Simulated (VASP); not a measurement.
**Li2S: single point with HSE06**

Crystal: Li2S.

```
S Li
1.0
     0.00000    2.75994    2.88510
     2.75994    0.00000    2.88510
     2.75994    2.75994    0.00000
S Li
1 2
Direct
  0.00000 0.00000 0.00000
  0.25000 0.25000 0.25000
  0.75000 0.75000 0.75000
```

This cell differs from its parent crystal: epitaxial xy strain -3.0%.

```yaml
Program: VASP 6.6.1
Task: single point
Functional: HSE06
Potentials_or_basis: VASP PAW PBE potentials, release 64 (S, Li_sv)
Cutoff: 520 eV
k_mesh: 6 × 6 × 6
Occupations: gaussian, width 0.01 eV
Spin: no spin polarisation
Dipole_correction: no
Grid_for_exact_exchange_PRECFOCK: Normal
Further_INCAR_settings: ALGO = Normal; EDIFF = 1e-07; NBANDS = 13
Screening_parameter: 0.2079 1/Å
```

```
Band gap on the k mesh : 4.17 eV, indirect (least direct gap 5.55 eV)
```

Levels at points of the mesh, in eV from the valence-band top:
```tsv
k point	band 2	band 3	band 4	band 5	band 6	band 7	band 8	band 9	band 10	band 11
(0.00, 0.00, 0.00)	-47.08	-12.39	-0.17	0.00	0.00	5.55	7.32	7.32	7.46	12.18
(0.50, 0.00, 0.00)	-47.10	-11.84	-3.39	-0.78	-0.51	7.20	7.77	7.89	9.85	14.36
(0.50, 0.50, 0.00)	-47.09	-11.75	-2.69	-1.54	-1.54	4.38	8.49	12.85	12.85	13.72
(0.50, 0.00, 0.50)	-47.09	-11.65	-2.52	-1.78	-1.78	4.17	8.27	12.35	13.37	13.57
```

It took 49 min on 1 thread of AMD EPYC 7R43 64-Core Processor (Zen 3), with other jobs on the host, peak memory 0.25 GiB.

Caveat: the cell differs from its parent crystal (epitaxial xy strain -3.0%). A k mesh can miss the band edges.
